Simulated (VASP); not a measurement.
Set up this calculation in VASP 6.6.1, as the native input.

```
Task                   : single point
Functional             : PBEsol
Potentials or basis    : VASP PAW PBE potentials, release 64 (Si, C)
Cutoff                 : 520 eV
k mesh                 : 12 × 12 × 6
Occupations            : gaussian, width 0.02 eV
Spin                   : no spin polarisation
Dipole correction      : no
Further INCAR settings : ALGO = Normal; EDIFF = 1e-06; NBANDS = 16
```

The structure of SiC lies in POSCAR:

```
SiC
1.0
    3.0758056117      0.0000000000      0.0000000000
   -1.5379028059      2.6637257968      0.0000000000
    0.0000000000      0.0000000000      5.0477112736
Si C
2 2
Direct
    0.3333333333      0.6666666667      0.0045849538
    0.6666666667      0.3333333333      0.5045849538
    0.3333333333      0.6666666667      0.3804150462
    0.6666666667      0.3333333333      0.8804150462
```

One way to write it, as run:

INCAR

```
SYSTEM = SiC
PREC = Accurate
ENCUT = 520
EDIFF = 1E-6
ISMEAR = 0
SIGMA = 0.02
LREAL = .FALSE.
LASPH = .TRUE.
NELM = 80
ALGO = Normal
ISIF = 2
LWAVE = .FALSE.
LCHARG = .FALSE.
GGA = PS
NBANDS = 16
```

KPOINTS

```
regular mesh
0
G
  12 12 6
  0 0 0
```

Potentials or basis: VASP PAW PBE potentials, release 64 (Si, C).

The run is started by

```bash
$ cat potpaw_PBE.64/Si/POTCAR potpaw_PBE.64/C/POTCAR > POTCAR
$ mpirun -np 1 vasp_std > vasp.out
```

It gave:

```
Pressure               : 0.4 GPa
Band gap on the k mesh : 2.11 eV, indirect (least direct gap 3.85 eV)
```

Caveat: the PAW data sets were made with another functional, which shifts forces and pressure a little.

Run time: 13 s on 1 thread of Intel(R) Xeon(R) 6975P-C (Granite Rapids), on a shared host, peak memory 0.17 GiB.
